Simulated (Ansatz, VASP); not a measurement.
N in VASP and in Ansatz

The input INCAR:

```
  ALGO = Normal
  EDIFF = 1E-6
  ENCUT = 520
  GGA = PE
  ISIF = 2
  ISMEAR = 0
  IVDW = 12
  LASPH = T
  LCHARG = T
  LELF = T
  LREAL = F
  LVHAR = T
  LWAVE = F
  NBANDS = 30
  NELM = 80
  PREC = Accurate
  SIGMA = 0.05
```

File KPOINTS:

```
k-points
0
Gamma
  4 4 4
```

The input POSCAR:

```
N
1.0
    0.0000000000      0.0000000000     -5.3249599977
    4.0943184148      4.0943184148      0.0000000000
    4.0943184148     -4.0943184148      0.0000000000
N
8
Direct
    0.0000000000      0.9048714496      0.0000000000
    0.0000000000      0.4048714496      0.5000000000
    0.5000000000      0.5000000000      0.0951285504
    0.5000000000      0.0000000000      0.5951285504
    0.0000000000      0.0951285504      0.0000000000
    0.0000000000      0.5951285504      0.5000000000
    0.5000000000      0.5000000000      0.9048714496
    0.5000000000      0.0000000000      0.4048714496
```

Input for Ansatz:

```yaml
crystal:
  lattice:
    - [0.0, 0.0, -5.3249599977]
    - [4.0943184148, 4.0943184148, 0.0]
    - [4.0943184148, -4.0943184148, 0.0]
  atoms:
    - { symbol: "N", position: [0.0, 0.9048714496, 0.0] }
    - { symbol: "N", position: [0.0, 0.4048714496, 0.5] }
    - { symbol: "N", position: [0.5, 0.5, 0.0951285504] }
    - { symbol: "N", position: [0.5, 0.0, 0.5951285504] }
    - { symbol: "N", position: [0.0, 0.0951285504, 0.0] }
    - { symbol: "N", position: [0.0, 0.5951285504, 0.5] }
    - { symbol: "N", position: [0.5, 0.5, 0.9048714496] }
    - { symbol: "N", position: [0.5, 0.0, 0.4048714496] }
basis:
  ecutwfc: 420
kpoints:
  mp_grid: { grid: [4, 4, 4] }
hamiltonian:
  xc: pbe
  dispersion: d3bj
scf:
  occupations: { method: gaussian, width: 0.05 }
output:
  forces: true
  stress: true
  eigenvalues: true
  write_density: true
  write_potential: true
  elf: true
  volumetric_format: npy
```

Alike in both runs: task single point; functional PBE; dispersion D3(BJ); k mesh 4 × 4 × 4; occupations gaussian, width 0.05 eV; no spin polarisation.

|  | VASP | Ansatz |
| --- | --- | --- |
| version | VASP 6.6.1 | Ansatz 0.2.0 |
| potentials or method | VASP PAW PBE potentials, release 64 (N), cutoff 520 eV | scalar-relativistic, plane waves, PAW |
| valence electrons in the cell | 40 | 40 |

|  | VASP | Ansatz | Ansatz less VASP |
| --- | --- | --- | --- |
| gap on the k mesh at the Fermi level (eV) | 6.94 | 6.98 | +0.044 |
| least direct gap on the mesh (eV) | 6.97 | 7.01 | +0.044 |
| pressure (GPa) | 2.1 | 0.0 | -2.07 |
| traceless stress, the component that is largest in VASP (GPa) | -2.27 | 0.00 | +2.274 |
| rms of the force components (eV/Å) | 1.011 | 0.001 | -1.0104 |

Atom by atom the forces differ by 1.010 eV/Å (rms over components).

Noted on VASP's run: the standard files for N, O and F lose accuracy on very short bonds.
